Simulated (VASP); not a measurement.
# Au (Fm-3m) in VASP: further runs

Aim: see how the results for Au move with the level of theory and the settings. Levels: LDA+U, LDA. Tasks: single point.

Everything below comes from runs of VASP 6.6.1. Logs are shortened: lines on timing, memory, paths and dates and some standing lists are left out, and cuts for length are marked.

### Step 1. The cell of the first run

The structure is cubic, space group Fm-3m (No. 225). The conventional cell has a = 4.253 Å, b = 4.253 Å, c = 4.253 Å, α = 90.00°, β = 90.00°, γ = 90.00°. Au (site symmetry m-3m) has 12 Au at 3.01 Å within 4.0 Å.

### Step 2. Single point, LDA+U

File INCAR:

```
SYSTEM = Au
  PREC = Accurate
  ENCUT = 520
  EDIFF = 1E-6
  ISMEAR = -1
  SIGMA = 0.03
  LREAL = .False.
  LASPH = .True.
  NELM = 150
  ALGO = Normal
  ISIF = 2
  LWAVE = .False.
  LCHARG = .False.
  LMAXMIX = 4
  LDAU = .True.
  LDAUTYPE = 2
  LDAUL = 2
  LDAUU = 2
  LDAUJ = 0
  LDAUPRINT = 1
  GGA = CA
  NBANDS = 12
```

File KPOINTS:

```
regular mesh
0
Gamma
  15 15 15
  0 0 0
```

File POSCAR:

```
Au
1.0
    0.0000000000      2.1265496363      2.1265496363
    2.1265496363      0.0000000000      2.1265496363
    2.1265496363      2.1265496363      0.0000000000
Au
1
Direct
    0.0000000000      0.0000000000      0.0000000000
```

Potentials or basis: VASP PAW LDA potentials, release 64 (Au).

The run is started by

```bash
> cat potpaw_LDA.64/Au/POTCAR > POTCAR
> mpirun -np 1 vasp_std > vasp.out
```

OUTCAR:

```text
SYSTEM = Au
   PREC = Accurate
   ENCUT = 520
   EDIFF = 1E-6
   ISMEAR = -1
   LREAL = .False.
   LASPH = .True.
   NELM = 150
   ISIF = 2
   GGA = CA

 ion  position               nearest neighbor table
   1  0.000  0.000  0.000-

  LATTYP: Found a face centered cubic cell.
 ALAT       =     4.2530992726

  Lattice vectors:

 A1 = (   0.0000000000,   2.1265496363,   2.1265496363)
 A2 = (   2.1265496363,   0.0000000000,   2.1265496363)
 A3 = (   2.1265496363,   2.1265496363,   0.0000000000)

Analysis of symmetry for initial positions (statically):
=====================================================================
 Subroutine PRICEL returns:
 Original cell was already a primitive cell.

 Routine SETGRP: Setting up the symmetry group for a
 face centered cubic supercell.

 Subroutine GETGRP returns: Found 48 space group operations
 (whereof 48 operations were pure point group operations)
 out of a pool of 48 trial point group operations.

The static configuration has the point symmetry O_h .

Analysis of symmetry for dynamics (positions and initial velocities):
=====================================================================
 Subroutine PRICEL returns:
 Original cell was already a primitive cell.

 Routine SETGRP: Setting up the symmetry group for a
 face centered cubic supercell.

 Subroutine GETGRP returns: Found 48 space group operations
 (whereof 48 operations were pure point group operations)
 out of a pool of 48 trial point group operations.

The dynamic configuration has the point symmetry O_h .

 Subroutine INISYM returns: Found 48 space group operations
 (whereof 48 operations are pure point group operations),
 and found     1 'primitive' translations

----------------------------------------------------------------------------------------

                                     Primitive cell

  volume of cell :      19.2334

  direct lattice vectors                    reciprocal lattice vectors
     0.000000000  2.126549636  2.126549636    -0.235122657  0.235122657  0.235122657
     2.126549636  0.000000000  2.126549636     0.235122657 -0.235122657  0.235122657
     2.126549636  2.126549636  0.000000000     0.235122657  0.235122657 -0.235122657

  length of vectors
     3.007395337  3.007395337  3.007395337     0.407244387  0.407244387  0.407244387

  position of ions in fractional coordinates (direct lattice)
     0.000000000  0.000000000  0.000000000

  ion indices of the primitive-cell ions
   primitive index   ion index
                 1           1

----------------------------------------------------------------------------------------

 KPOINTS: regular mesh

Automatic generation of k-mesh.
 Grid dimensions read from file:
 generate k-points for:   15   15   15

 Generating k-lattice:

  Cartesian coordinates                     Fractional coordinates (reciprocal lattice)
    -0.015674844  0.015674844  0.015674844     0.066666667  0.000000000  0.000000000
     0.015674844 -0.015674844  0.015674844     0.000000000  0.066666667  0.000000000
     0.015674844  0.015674844 -0.015674844     0.000000000  0.000000000  0.066666667

  Length of vectors
     0.027149626  0.027149626  0.027149626

  Shift w.r.t. Gamma in fractional coordinates (k-lattice)
     0.000000000  0.000000000  0.000000000

 Subroutine IBZKPT returns following result:
 ===========================================

 Found    120 irreducible k-points:

 Following reciprocal coordinates:
            Coordinates               Weight
  0.000000  0.000000  0.000000      1.000000
  0.066667  0.000000  0.000000      8.000000
  0.133333  0.000000  0.000000      8.000000
  0.200000  0.000000  0.000000      8.000000
  0.266667  0.000000  0.000000      8.000000
  0.333333  0.000000  0.000000      8.000000
[... 16 lines left out ...]
  0.133333  0.133333  0.000000      6.000000
  0.200000  0.133333  0.000000     24.000000
 [... further k-points ...]
   k-points           NKPTS =    120   k-points in BZ     NKDIM =    120   number of bands    NBANDS=     12
   number of dos      NEDOS =    301   number of ions     NIONS =      1
   total plane-waves  NPLWV =  13824
   dimension x,y,z NGX =    24 NGY =   24 NGZ =   24
   dimension x,y,z NGXF=    48 NGYF=   48 NGZF=   48
   ions per type =               1
   NGX,Y,Z   is equivalent  to a cutoff of  13.27, 13.27, 13.27 a.u.
   NGXF,Y,Z  is equivalent  to a cutoff of  26.53, 26.53, 26.53 a.u.
 SYSTEM =  Au
   PREC   = accura    normal or accurate (medium, high low for compatibility)
   ISTART =      0    job   : 0-new  1-cont  2-samecut
   ICHARG =      2    charge: 1-file 2-atom 10-const
   ISPIN  =      1    spin polarized calculation?
   LNONCOLLINEAR =      F non collinear calculations
   LSORBIT =      F    spin-orbit coupling
   LASPH  =      T    aspherical Exc in radial PAW
   ENCUT  =  520.0 eV  38.22 Ry    6.18 a.u.   5.59  5.59  5.59*2*pi/ulx,y,z
   NELM   =    150;   NELMIN=  2; NELMDL= -5     # of ELM steps
   EDIFF  = 0.1E-05   stopping-criterion for ELM
   LREAL  =      F    real-space projection
   EDIFFG = 0.1E-04   stopping-criterion for IOM
   NSW    =      0    number of steps for IOM
   IBRION =     -1    ionic relax: 0-MD 1-quasi-New 2-CG
   NFREE  =      0    steps in history (QN), initial steepest desc. (CG)
   ISIF   =      2    stress and relaxation
   ISYM   =      2    0-nonsym 1-usesym 2-fastsym
   POTIM  = 0.5000    time-step for ionic-motion
   TEBEG  =    0.0;   TEEND  =   0.0 temperature during run
   PSTRESS=    0.0 pullay stress
   NELECT =      11.0000    total number of electrons
   NUPDOWN=      -1.0000    fix difference up-down
   EMIN   =  10.00;   EMAX   =-10.00  energy-range for DOS
   EFERMI =   0.00;   METHOD = LEGACY
   ISMEAR =    -1;   SIGMA  =   0.03  broadening in eV -4-tet -1-fermi 0-gaus
   EFERMI_NEDOS =   21; number of points for ismear=-14 and -15
   IALGO  =     38    algorithm
   IMIX   =      4    mixing-type and parameters
     AMIX     =   0.40;   BMIX     =  1.00
     AMIX_MAG =   1.60;   BMIX_MAG =  1.00
  volume/ion in A,a.u.               =      19.23       129.79
  Fermi-wavevector in a.u.,A,eV,Ry     =   1.358898  2.567945 25.124571  1.846604
  Thomas-Fermi vector in A             =   2.485692
   LORBIT       =      0    0 simple, 1 ext, 2 COOP (PROOUT), +10 PAW based schemes
 LDA+U is selected, type is set to LDAUTYPE =  2
   angular momentum for each species LDAUL =     2
   U (eV)           for each species LDAUU =   2.0
   J (eV)           for each species LDAUJ =   0.0
   GGA     = CA    functional components
   LHFCALC =     F    Hartree Fock is set to
   AEXX    =    0.0000 exact exchange contribution
   IVDW    =     0    specifies the selected vdW correction
   LEPSILON=     F    determine dielectric tensor
   LRPA    =     F    only Hartree local field effects (RPA)
 non-spin polarized calculation
  energy-cutoff  :      520.00
  volume of cell :       19.23
 maximum number of plane-waves:       534
   NGX = 11   NGY = 11   NGZ = 11

atom =   1  type =  1  l = 2

 onsite density matrix

spin component  1

  0.8826 -0.0000 -0.0000 -0.0000 -0.0000
 -0.0000  0.8826 -0.0000 -0.0000 -0.0000
 -0.0000 -0.0000  0.8994 -0.0000 -0.0000
 -0.0000 -0.0000 -0.0000  0.8826  0.0000
 -0.0000 -0.0000 -0.0000  0.0000  0.8994

spin component  2

  0.8826 -0.0000 -0.0000 -0.0000 -0.0000
 -0.0000  0.8826 -0.0000 -0.0000 -0.0000
 -0.0000 -0.0000  0.8994 -0.0000 -0.0000
 -0.0000 -0.0000 -0.0000  0.8826  0.0000
 -0.0000 -0.0000 -0.0000  0.0000  0.8994

 occupancies and eigenvectors

  o =  0.8826  v =  0.0000 -0.9997 -0.0000 -0.0237 -0.0000  0.0000  0.0000  0.0000  0.0000  0.0000      0.0000  0.0000  0.0000  0.0000  0.0000  0.0000  0.0000  0.0000  0.0000  0.0000
  o =  0.8826  v =  0.0000  0.0000  0.0000  0.0000  0.0000  0.0000 -0.9997 -0.0000 -0.0237 -0.0000      0.0000  0.0000  0.0000  0.0000  0.0000  0.0000  0.0000  0.0000  0.0000  0.0000
  o =  0.8826  v =  0.0000  0.0237  0.0000 -0.9997 -0.0000  0.0000  0.0000  0.0000  0.0000  0.0000      0.0000  0.0000  0.0000  0.0000  0.0000  0.0000  0.0000  0.0000  0.0000  0.0000
  o =  0.8826  v =  0.0000  0.0000  0.0000  0.0000  0.0000  0.0000  0.0237  0.0000 -0.9997 -0.0000      0.0000  0.0000  0.0000  0.0000  0.0000  0.0000  0.0000  0.0000  0.0000  0.0000
  o =  0.8826  v =  0.0000  0.0000  0.0000  0.0000  0.0000  1.0000  0.0000  0.0000  0.0000  0.0000      0.0000  0.0000  0.0000  0.0000  0.0000  0.0000  0.0000  0.0000  0.0000  0.0000
  o =  0.8826  v =  1.0000  0.0000  0.0000  0.0000  0.0000  0.0000  0.0000  0.0000  0.0000  0.0000      0.0000  0.0000  0.0000  0.0000  0.0000  0.0000  0.0000  0.0000  0.0000  0.0000
  o =  0.8994  v =  0.0000  0.0000  0.0000  0.0000  0.0000  0.0000  0.0000 -0.0135  0.0000 -0.9999      0.0000  0.0000  0.0000  0.0000  0.0000  0.0000  0.0000  0.0000  0.0000  0.0000
  o =  0.8994  v =  0.0000  0.0000 -0.0135  0.0000 -0.9999  0.0000  0.0000  0.0000  0.0000  0.0000      0.0000  0.0000  0.0000  0.0000  0.0000  0.0000  0.0000  0.0000  0.0000  0.0000
  o =  0.8994  v =  0.0000  0.0000 -0.9999 -0.0000  0.0135  0.0000  0.0000  0.0000  0.0000  0.0000      0.0000  0.0000  0.0000  0.0000  0.0000  0.0000  0.0000  0.0000  0.0000  0.0000
  o =  0.8994  v =  0.0000  0.0000  0.0000  0.0000  0.0000  0.0000  0.0000 -0.9999 -0.0000  0.0135      0.0000  0.0000  0.0000  0.0000  0.0000  0.0000  0.0000  0.0000  0.0000  0.0000

 number of electron      11.0000000 magnetization

 Free energy of the ion-electron system (eV)
  ---------------------------------------------------
  ext. energy  EPLUGINS =         0.00000000
  ---------------------------------------------------
  free energy    TOTEN  =        -3.24250667 eV

  energy without entropy =       -3.24112175  energy(sigma->0) =       -3.24181421

 E-fermi :   7.2292     XC(G=0): -12.2603

 val. band max:        7.2287098944   @ k =   0.4667   0.2667   0.0000
 cond. band min:       7.3203916846   @ k =  -0.4667   0.0667   0.0000
 fundamental gap:      0.0916817902
 Fermi energy:         7.2291914385

 k-point     1 :       0.0000    0.0000    0.0000
  band No.  band energies     occupation
      1      -1.3187      2.00000
      2       2.7077      2.00000
      3       2.7077      2.00000
      4       2.7077      2.00000
      5       3.9048      2.00000
      6       3.9048      2.00000
      7      21.9537      0.00000
      8      25.2086      0.00000
      9      25.2086      0.00000
     10      25.2086      0.00000
     11      29.8403      0.00000
     12      32.7570      0.00000

 k-point     2 :       0.0667    0.0000    0.0000
  band No.  band energies     occupation
      1      -1.1798      2.00000
      2       2.6714      2.00000
      3       2.7522      2.00000
      4       2.7522      2.00000
      5       3.8874      2.00000
      6       3.8874      2.00000
      7      22.0685      0.00000
      8      24.2196      0.00000
      9      25.3281      0.00000
     10      25.3281      0.00000
     11      30.3139      0.00000
     12      31.8858      0.00000

 k-point     3 :       0.1333    0.0000    0.0000
  band No.  band energies     occupation
      1      -0.7814      2.00000
      2       2.5929      2.00000
      3       2.8588      2.00000
      4       2.8588      2.00000
      5       3.8635      2.00000
      6       3.8635      2.00000
      7      21.7367      0.00000
      8      22.8393      0.00000
      9      25.6292      0.00000
     10      25.6292      0.00000
     11      29.0938      0.00000
     12      30.9014      0.00000
[... 286 lines left out ...]
 k-point    23 :       0.1333    0.1333    0.0000
  band No.  band energies     occupation
      1      -0.5961      2.00000
      2       2.3954      2.00000
      3       3.0173      2.00000
      4       3.0173      2.00000
      5       3.5897      2.00000
      6       4.0505      2.00000
      7      22.6013      0.00000
      8      23.6121      0.00000
      9      24.0097      0.00000
     10      24.0097      0.00000
     11      28.9340      0.00000
     12      30.8618      0.00000

 k-point    24 :       0.2000    0.1333    0.0000
  band No.  band energies     occupation
      1      -0.1444      2.00000
      2       2.2606      2.00000
      3       3.1228      2.00000
      4       3.1653      2.00000
      5       3.5553      2.00000
      6       4.1362      2.00000
      7      21.5010      0.00000
      8      22.9852      0.00000
      9      23.3940      0.00000
     10      24.7476      0.00000
     11      27.1476      0.00000
     12      30.7760      0.00000

 [... further k-points ...]
[... 5 lines left out ...]
  --------------------------------------------------------------------------------------
  -------------------------------------------------------------------------------------
  Total       -2.2053912     -2.2053912     -2.2053912     -0.0000000      0.0000000     -0.0000000
  in kB     -183.7128986   -183.7128986   -183.7128986     -0.0000000      0.0000000     -0.0000000
  external PRESSURE =    -183.7128986 kB  Pullay stress =       0.0000000 kB

 VOLUME and BASIS-vectors are now :
 -----------------------------------------------------------------------------
  energy-cutoff  :      520.00
  volume of cell :       19.23
      direct lattice vectors                 reciprocal lattice vectors
     0.000000000  2.126549636  2.126549636    -0.235122657  0.235122657  0.235122657
     2.126549636  0.000000000  2.126549636     0.235122657 -0.235122657  0.235122657
     2.126549636  2.126549636  0.000000000     0.235122657  0.235122657 -0.235122657

 POSITION                                       TOTAL-FORCE (eV/Angst)
 -----------------------------------------------------------------------------------
      0.00000      0.00000      0.00000         0.000000      0.000000      0.000000
 -----------------------------------------------------------------------------------
    total drift:                                0.000000      0.000000     -0.000000

  FREE ENERGIE OF THE ION-ELECTRON SYSTEM (eV)
  ---------------------------------------------------
  free  energy   TOTEN  =        -3.2425066689 eV

  energy  without entropy=       -3.2411217485  energy(sigma->0) =       -3.24181421
```

It took 6.8 s on 1 thread of Intel Xeon 6975P-C (Granite Rapids), shared host; peak memory 0.14 GiB.

What came out:

- Free energy: -3.2425 eV
- Pressure: -18.4 GPa

Eigenvalues of the final occupation matrices:
| site | spin | trace | eigenvalues |
| --- | --- | --- | --- |
| site 1 d | 1 | 4.45 | 0.88 0.88 0.88 0.90 0.90 |
| site 1 d | 2 | 4.45 | 0.88 0.88 0.88 0.90 0.90 |

Caveat: spin-orbit coupling is left out, which moves the levels of the heavy elements; U without spin polarisation on a metal has little footing; the U is typed as a test and isn't derived for this compound.

[end of part 1 of 2]
